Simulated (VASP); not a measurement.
Write the native input for VASP 6.6.1 that does the following.

* Task: single point
* Functional: PBE
* Potentials or basis: VASP PAW PBE potentials, release 64 (Mn_pv, S)
* Cutoff: 520 eV
* k mesh: 8 × 8 × 6
* Occupations: gaussian, width 0.05 eV
* Spin: collinear spin, ferromagnetic start
* Starting moments: [5.0, 5.0, 0.0, 0.0] μB
* Dipole correction: no
* Further INCAR settings: ALGO = Normal; EDIFF = 1e-06; NBANDS = 31

The structure of MnS lies in POSCAR:

```
MnS
1.0
    0.0000000000      2.5431237759     -2.5431237759
    0.0000000000      2.5431237759      2.5431237759
    5.0862475518      0.0000000000      0.0000000000
Mn S
2 2
Direct
    0.0000000000      0.0000000000      0.0000000000
    0.5000000000      0.5000000000      0.5000000000
    0.0000000000      1.0000000000      0.5000000000
    0.5000000000      1.5000000000      1.0000000000
```

One way to write it, as run:

INCAR

```
SYSTEM = MnS
PREC = Accurate
ENCUT = 520
EDIFF = 1E-6
ISMEAR = 0
SIGMA = 0.05
LREAL = .FALSE.
LASPH = .TRUE.
NELM = 150
ALGO = Normal
ISIF = 2
LWAVE = .FALSE.
LCHARG = .FALSE.
ISPIN = 2
MAGMOM = 5 5 0 0
LORBIT = 11
LMAXMIX = 4
GGA = PE
NBANDS = 31
```

KPOINTS

```
regular mesh
0
G
  8 8 6
  0 0 0
```

Potentials or basis: VASP PAW PBE potentials, release 64 (Mn_pv, S).

Run with:

```sh
$ cat potpaw_PBE.64/Mn_pv/POTCAR potpaw_PBE.64/S/POTCAR > POTCAR
$ mpirun -np 1 vasp_std > vasp.out
```

Results of the run:

```json
{
 "Pressure": "1.2 GPa",
 "Net moment": "9.09 μB per cell",
 "Site moments": "Mn +4.13; S +0.09 μB",
 "Valence electrons inside the program's atomic spheres": "Mn 11.38; S 3.74"
}
```

Caveat: only a ferromagnetic start was run, and an antiferromagnetic order may lie lower in energy.

It took 2 min on 1 thread of AMD EPYC 9R45 96-Core Processor (Zen 5), with other jobs on the host, peak memory 0.28 GiB.
